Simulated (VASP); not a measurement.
# InSe in VASP: a series of runs

InSe is run at these levels: PBE+D3(BJ); tasks: single point.

Program: VASP 6.6.1. These are calculated values, not measurements. Logs are shortened: lines on timing, memory, paths and dates and some standing lists are left out, and cuts for length are marked.

## 1. The cell of the first run

The cell holds a slab with vacuum, 8 atoms: a = 4.027 Å, b = 4.027 Å, c = 28.271 Å, α = 90.00°, β = 90.00°, γ = 120.00°.

## 2. Single point, PBE+D3(BJ) (layers slid over each other)

The input, INCAR:

```
SYSTEM = InSe
ALGO     = Normal         ! electronic algorithm
DIPOL    = 0.5 0.5 0.415
EDIFF    = 1E-7           ! SCF threshold, eV
ENCUT    = 520            ! plane-wave cutoff, eV
GGA      = PE             ! functional
IDIPOL   = 3            
ISIF     = 2              ! what is computed and relaxed
ISMEAR   = 0              ! smearing method
IVDW     = 12             ! dispersion correction
LASPH    = .TRUE.         ! aspherical terms in the spheres
LCHARG   = .FALSE.        ! write CHGCAR
LDIPOL   = .TRUE.       
LREAL    = .FALSE.        ! projectors in reciprocal space
LWAVE    = .FALSE.        ! write WAVECAR
NBANDS   = 48             ! bands
NELM     = 60             ! most SCF steps
PREC     = Accurate       ! precision mode
SIGMA    = 0.05           ! smearing width, eV
```

The input, KPOINTS:

```
k-points
0
G
  9 9 1
  0 0 0
```

The input, POSCAR:

```
InSe
1.0
    4.0266103962      0.0000000000      0.0000000000
   -2.0133051981      3.4871468942      0.0000000000
    0.0000000000      0.0000000000     28.2707105020
Se In
4 4
Direct
    0.0000000000      0.0000000000      0.1591753415
    0.0000000000      0.0000000000      0.3496677330
    0.6666666667      0.2222222222      0.4808989590
    0.6666666667      0.2222222222      0.6713913504
    0.6666666667      0.3333333333      0.2049979890
    0.6666666667      0.3333333333      0.3038451602
    0.0000000000     -0.1111111111      0.5267216065
    0.0000000000     -0.1111111111      0.6255687776
```

Potentials or basis: VASP PAW PBE potentials, release 64 (Se, In_d).

Started as:

```sh
cat potpaw_PBE.64/Se/POTCAR potpaw_PBE.64/In_d/POTCAR > POTCAR
mpirun -np 1 vasp_std > vasp.out
```

OUTCAR:

```text
SYSTEM = InSe
   EDIFF = 1E-7
   ENCUT = 520
   GGA = PE
   ISIF = 2
   ISMEAR = 0
   IVDW = 12
   LASPH = .TRUE.
   LREAL = .FALSE.
   NELM = 60
   PREC = Accurate
 IVDW          = 12

 ion  position               nearest neighbor table
   1  0.000  0.000  0.159-   5 2.66   5 2.66   5 2.66
   2  0.000  0.000  0.350-   6 2.66   6 2.66   6 2.66
   3  0.667  0.222  0.481-   7 2.66   7 2.66   7 2.66
   4  0.667  0.222  0.671-   8 2.66   8 2.66   8 2.66
   5  0.667  0.333  0.205-   1 2.66   1 2.66   1 2.66   6 2.79
   6  0.667  0.333  0.304-   2 2.66   2 2.66   2 2.66   5 2.79
   7  0.000  0.889  0.527-   3 2.66   3 2.66   3 2.66   8 2.79
   8  0.000  0.889  0.626-   4 2.66   4 2.66   4 2.66   7 2.79

  LATTYP: Found a hexagonal cell.
 ALAT       =     4.0266103962
 C/A-ratio  =     7.0209699276

  Lattice vectors:

 A1 = (   4.0266103962,   0.0000000000,   0.0000000000)
 A2 = (  -2.0133051981,   3.4871468942,   0.0000000000)
 A3 = (   0.0000000000,   0.0000000000,  28.2707105020)

Analysis of symmetry for initial positions (statically):
=====================================================================
 Subroutine PRICEL returns:
 Original cell was already a primitive cell.

 Routine SETGRP: Setting up the symmetry group for a
 hexagonal supercell.

 Subroutine GETGRP returns: Found  2 space group operations
 (whereof  1 operations were pure point group operations)
 out of a pool of 24 trial point group operations.

The static configuration has the point symmetry C_1 .
 The point group associated with its full space group is S_2 .

Analysis of symmetry for dynamics (positions and initial velocities):
=====================================================================
 Subroutine PRICEL returns:
 Original cell was already a primitive cell.

 Routine SETGRP: Setting up the symmetry group for a
 hexagonal supercell.

 Subroutine GETGRP returns: Found  2 space group operations
 (whereof  1 operations were pure point group operations)
 out of a pool of 24 trial point group operations.

The dynamic configuration has the point symmetry C_1 .
 The point group associated with its full space group is S_2 .

 Subroutine INISYM returns: Found  2 space group operations
 (whereof  1 operations are pure point group operations),
 and found     1 'primitive' translations

----------------------------------------------------------------------------------------

                                     Primitive cell

  volume of cell :     396.9598

  direct lattice vectors                    reciprocal lattice vectors
     4.026610396  0.000000000  0.000000000     0.248347841  0.143383693  0.000000000
    -2.013305198  3.487146894  0.000000000     0.000000000  0.286767386  0.000000000
     0.000000000  0.000000000 28.270710502     0.000000000  0.000000000  0.035372298

  length of vectors
     4.026610396  4.026610396 28.270710502     0.286767386  0.286767386  0.035372298

  position of ions in fractional coordinates (direct lattice)
     0.000000000  0.000000000  0.159175342
     0.000000000  0.000000000  0.349667733
     0.666666667  0.222222222  0.480898959
     0.666666667  0.222222222  0.671391350
     0.666666667  0.333333333  0.204997989
     0.666666667  0.333333333  0.303845160
     0.000000000  0.888888889  0.526721606
     0.000000000  0.888888889  0.625568778

  ion indices of the primitive-cell ions
   primitive index   ion index
                 1           1
                 2           2
                 3           3
                 4           4
                 5           5
                 6           6
                 7           7
                 8           8

----------------------------------------------------------------------------------------

 KPOINTS: k-points

Automatic generation of k-mesh.
 Grid dimensions read from file:
 generate k-points for:    9    9    1

 Generating k-lattice:

  Cartesian coordinates                     Fractional coordinates (reciprocal lattice)
     0.027594205  0.015931521  0.000000000     0.111111111  0.000000000  0.000000000
     0.000000000  0.031863043  0.000000000     0.000000000  0.111111111  0.000000000
     0.000000000  0.000000000  0.035372298     0.000000000  0.000000000  1.000000000

  Length of vectors
     0.031863043  0.031863043  0.035372298

  Shift w.r.t. Gamma in fractional coordinates (k-lattice)
     0.000000000  0.000000000  0.000000000

 Subroutine IBZKPT returns following result:
 ===========================================

 Found     41 irreducible k-points:

 Following reciprocal coordinates:
            Coordinates               Weight
  0.000000  0.000000  0.000000      1.000000
  0.111111  0.000000  0.000000      2.000000
  0.000000  0.111111  0.000000      2.000000
 -0.111111  0.111111  0.000000      2.000000
  0.222222 -0.000000  0.000000      2.000000
  0.000000  0.222222  0.000000      2.000000
[... 16 lines left out ...]
  0.333333  0.111111  0.000000      2.000000
 -0.111111  0.444444  0.000000      2.000000
 [... further k-points ...]
   k-points           NKPTS =     41   k-points in BZ     NKDIM =     41   number of bands    NBANDS=     48
   number of dos      NEDOS =    301   number of ions     NIONS =      8
   total plane-waves  NPLWV = 189000
   dimension x,y,z NGX =    30 NGY =   30 NGZ =  210
   dimension x,y,z NGXF=    60 NGYF=   60 NGZF=  420
   ions per type =               4   4
   NGX,Y,Z   is equivalent  to a cutoff of  12.39, 12.39, 12.35 a.u.
   NGXF,Y,Z  is equivalent  to a cutoff of  24.77, 24.77, 24.70 a.u.
 SYSTEM =  InSe
   PREC   = accura    normal or accurate (medium, high low for compatibility)
   ISTART =      0    job   : 0-new  1-cont  2-samecut
   ICHARG =      2    charge: 1-file 2-atom 10-const
   ISPIN  =      1    spin polarized calculation?
   LNONCOLLINEAR =      F non collinear calculations
   LSORBIT =      F    spin-orbit coupling
   LASPH  =      T    aspherical Exc in radial PAW
   ENCUT  =  520.0 eV  38.22 Ry    6.18 a.u.   7.49  7.49 52.56*2*pi/ulx,y,z
   NELM   =     60;   NELMIN=  2; NELMDL= -5     # of ELM steps
   EDIFF  = 0.1E-06   stopping-criterion for ELM
   LREAL  =      F    real-space projection
   EDIFFG = 0.1E-05   stopping-criterion for IOM
   NSW    =      0    number of steps for IOM
   IBRION =     -1    ionic relax: 0-MD 1-quasi-New 2-CG
   NFREE  =      0    steps in history (QN), initial steepest desc. (CG)
   ISIF   =      2    stress and relaxation
   ISYM   =      2    0-nonsym 1-usesym 2-fastsym
   POTIM  = 0.5000    time-step for ionic-motion
   TEBEG  =    0.0;   TEEND  =   0.0 temperature during run
   PSTRESS=    0.0 pullay stress
   NELECT =      76.0000    total number of electrons
   NUPDOWN=      -1.0000    fix difference up-down
   EMIN   =  10.00;   EMAX   =-10.00  energy-range for DOS
   EFERMI =   0.00;   METHOD = LEGACY
   ISMEAR =     0;   SIGMA  =   0.05  broadening in eV -4-tet -1-fermi 0-gaus
   EFERMI_NEDOS =   21; number of points for ismear=-14 and -15
   IALGO  =     38    algorithm
   IMIX   =      4    mixing-type and parameters
     AMIX     =   0.40;   BMIX     =  1.00
     AMIX_MAG =   1.60;   BMIX_MAG =  1.00
  volume/ion in A,a.u.               =      49.62       334.85
  Fermi-wavevector in a.u.,A,eV,Ry     =   0.943548  1.783047 12.113024  0.890282
  Thomas-Fermi vector in A             =   2.071266
   LORBIT       =      0    0 simple, 1 ext, 2 COOP (PROOUT), +10 PAW based schemes
   GGA     = PE    functional components
   LHFCALC =     F    Hartree Fock is set to
   AEXX    =    0.0000 exact exchange contribution
   IVDW    =    12    specifies the selected vdW correction
   LEPSILON=     F    determine dielectric tensor
   LRPA    =     F    only Hartree local field effects (RPA)
 non-spin polarized calculation
 Gauss-broadening in eV      SIGMA  =   0.05
  energy-cutoff  :      520.00
  volume of cell :      396.96
 maximum number of plane-waves:     10749
 NGX is ok and might be reduce to    30
   NGX = 15   NGY = 15   NGZ =105

 number of electron      75.9999998 magnetization

 dipolmoment           0.000000      0.000000     -0.000025 electrons x Angstroem

 Free energy of the ion-electron system (eV)
  ---------------------------------------------------
  ext. energy  EPLUGINS =         0.00000000
  ---------------------------------------------------
  free energy    TOTEN  =       -28.40871344 eV

  energy without entropy =      -28.40871344  energy(sigma->0) =      -28.40871344

 E-fermi :  -0.0616     XC(G=0):  -5.6973

 val. band max:       -0.3153889502   @ k =   0.0000   0.1111   0.0000
 cond. band min:       0.9593808385   @ k =   0.0000   0.0000   0.0000
 fundamental gap:      1.2747697887
 Fermi energy:        -0.0615608625

 k-point     1 :       0.0000    0.0000    0.0000
  band No.  band energies     occupation
      1     -14.5177      2.00000
      2     -14.5175      2.00000
      3     -14.3344      2.00000
      4     -14.3343      2.00000
      5     -14.3342      2.00000
      6     -14.3341      2.00000
[... 40 lines left out ...]
     47       5.0296      0.00000
     48       5.2079      0.00000

 k-point     2 :       0.1111    0.0000    0.0000
  band No.  band energies     occupation
      1     -14.5170      2.00000
      2     -14.5169      2.00000
      3     -14.3742      2.00000
      4     -14.3734      2.00000
      5     -14.3326      2.00000
      6     -14.3324      2.00000
[... 40 lines left out ...]
     47       5.0831      0.00000
     48       5.2090      0.00000

 k-point     3 :       0.0000    0.1111    0.0000
  band No.  band energies     occupation
      1     -14.5170      2.00000
      2     -14.5169      2.00000
      3     -14.3742      2.00000
      4     -14.3734      2.00000
      5     -14.3326      2.00000
      6     -14.3324      2.00000
[... 40 lines left out ...]
     47       5.0793      0.00000
     48       5.2141      0.00000

 k-point     4 :      -0.1111    0.1111    0.0000
  band No.  band energies     occupation
      1     -14.5170      2.00000
      2     -14.5169      2.00000
      3     -14.3743      2.00000
      4     -14.3735      2.00000
      5     -14.3325      2.00000
      6     -14.3324      2.00000
[... 958 lines left out ...]
     47       4.6508      0.00000
     48       4.6873      0.00000

 k-point    23 :       0.3333    0.1111    0.0000
  band No.  band energies     occupation
      1     -14.6072      2.00000
      2     -14.6061      2.00000
      3     -14.5033      2.00000
      4     -14.5020      2.00000
      5     -14.4622      2.00000
      6     -14.4619      2.00000
[... 40 lines left out ...]
     47       4.4777      0.00000
     48       4.5579      0.00000

 k-point    24 :      -0.1111    0.4444    0.0000
  band No.  band energies     occupation
      1     -14.6074      2.00000
      2     -14.6059      2.00000
      3     -14.5035      2.00000
      4     -14.5018      2.00000
      5     -14.4622      2.00000
      6     -14.4619      2.00000
[... 40 lines left out ...]
     47       4.4710      0.00000
     48       4.5594      0.00000

 [... further k-points ...]

------------------------ aborting loop because EDIFF is reached ----------------------------------------

 vacuum level on the upper side and lower side of the slab       (xc-potential included)        -0.081        -0.080

 Edisp (eV)   -1.96892

 E8    (eV) :    -0.9234

  FORCE on cell =-STRESS in cart. coord.  units (eV):
  Direction    XX          YY          ZZ          XY          YZ          ZX
  --------------------------------------------------------------------------------------
  -------------------------------------------------------------------------------------
  Total      -0.05568    -0.08927    -0.51897    -0.00811     0.02377    -0.02685
  in kB      -0.22472    -0.36029    -2.09461    -0.03274     0.09593    -0.10836
  external pressure =       -0.89 kB  Pullay stress =        0.00 kB

 VOLUME and BASIS-vectors are now :
 -----------------------------------------------------------------------------
  energy-cutoff  :      520.00
  volume of cell :      396.96
      direct lattice vectors                 reciprocal lattice vectors
     4.026610396  0.000000000  0.000000000     0.248347841  0.143383693  0.000000000
    -2.013305198  3.487146894  0.000000000     0.000000000  0.286767386  0.000000000
     0.000000000  0.000000000 28.270710502     0.000000000  0.000000000  0.035372298

 POSITION                                       TOTAL-FORCE (eV/Angst)
 -----------------------------------------------------------------------------------
      0.00000      0.00000      4.50000         0.000174     -0.000088     -0.012418
      0.00000      0.00000      9.88536         0.005152     -0.003310      0.081076
      2.23701      0.77492     13.59536        -0.005152      0.003310     -0.081076
      2.23701      0.77492     18.98071        -0.000174      0.000088      0.012418
      2.01331      1.16238      5.79544         0.000451     -0.000280      0.015275
      2.01331      1.16238      8.58992         0.000067     -0.001187      0.023916
     -1.78960      3.09969     14.89079        -0.000067      0.001187     -0.023916
     -1.78960      3.09969     17.68527        -0.000451      0.000280     -0.015275
 -----------------------------------------------------------------------------------
    total drift:                                0.000083     -0.000141     -0.003133

  FREE ENERGIE OF THE ION-ELECTRON SYSTEM (eV)
  ---------------------------------------------------
  free  energy   TOTEN  =       -30.3776368849 eV

  energy  without entropy=      -30.3776368849  energy(sigma->0) =      -30.37763688

 vacuum level on the upper side and lower side of the slab         5.421         5.422
```

It took 16 min on 1 thread of Intel Xeon Platinum 8488C (Sapphire Rapids), shared host; peak memory 0.81 GiB.

What came out:

* Free energy: -30.3776 eV
* Largest force: 0.081 eV/Å
* Band gap on the k mesh: 1.27 eV (least direct gap 1.31 eV)
* Dispersion energy per atom: -0.246 eV

Forces in eV/Å, atoms in the order of the input:
```
Se   0.000  0.000 -0.012
Se   0.005 -0.003  0.081
Se  -0.005  0.003 -0.081
Se   0.000  0.000  0.012
In   0.000  0.000  0.015
In   0.000 -0.001  0.024
In   0.000  0.001 -0.024
In   0.000  0.000 -0.015
```

Caveat: the cell differs from its parent crystal (layers slid over each other); spin-orbit coupling is left out, which moves the levels of the heavy elements.

(Part 1 of 2 ends here.)
